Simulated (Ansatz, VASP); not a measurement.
## Two plane-wave programs on GaN

File INCAR:

```
SYSTEM = GaN
PREC = Accurate
ENCUT = 520
EDIFF = 1E-7
ISMEAR = 0
SIGMA = 0.1
LREAL = .False.
LASPH = .True.
NELM = 80
ALGO = Normal
ISIF = 2
LWAVE = .False.
LCHARG = .False.
GGA = PS
NBANDS = 26
```

Contents of KPOINTS:

```
regular mesh
0
Gamma
  6 6 4
  0 0 0
```

The input POSCAR:

```
GaN
1.0
    3.1890000000      0.0000000000      0.0000000000
   -1.5945000000      2.7617550127      0.0000000000
    0.0000000000      0.0000000000      5.1850000000
Ga N
2 2
Direct
    0.3333333333      0.6666666667      0.0000000000
    0.6666666667      0.3333333333      0.5000000000
    0.3333333333      0.6666666667      0.3770000000
    0.6666666667      0.3333333333      0.8770000000
```

Input for Ansatz:

```yaml
crystal:
  lattice:
    - [3.189, 0.0, 0.0]
    - [-1.5945, 2.7617550127, 0.0]
    - [0.0, 0.0, 5.185]
  atoms:
    - { symbol: Ga, position: [0.3333333333, 0.6666666667, 0.0] }
    - { symbol: Ga, position: [0.6666666667, 0.3333333333, 0.5] }
    - { symbol: "N", position: [0.3333333333, 0.6666666667, 0.377] }
    - { symbol: "N", position: [0.6666666667, 0.3333333333, 0.877] }
basis:
  ecutwfc: 420
kpoints:
  mp_grid: { grid: [6, 6, 4] }
hamiltonian:
  xc: pbesol
  pseudopotentials: { kind: paw, azcp: { folder: soft_1 } }
scf:
  occupations: { method: gaussian, width: 0.1 }
output:
  forces: true
  stress: true
  eigenvalues: true
```

Alike in both runs: task single point; functional PBEsol; k mesh 6 × 6 × 4; occupations gaussian, width 0.1 eV; no spin polarisation.

```csv
,VASP,Ansatz
version,VASP 6.6.1,Ansatz 0.2.0
potentials or method,"VASP PAW PBE potentials, release 64 (Ga_d, N), cutoff 520 eV","scalar-relativistic, plane waves, PAW"
valence electrons in the cell,36,36
```

```csv
,VASP,Ansatz,Ansatz less VASP
gap on the k mesh at the Fermi level (eV),1.87,1.86,-0.016
least direct gap on the mesh (eV),1.87,1.86,-0.016
pressure (GPa),-1.0,-0.7,+0.23
"traceless stress, the component that is largest in VASP (GPa)",0.37,0.34,-0.029
```

VASP's potentials were made for PBE, not for PBEsol, and Ansatz warns of the same on its side.
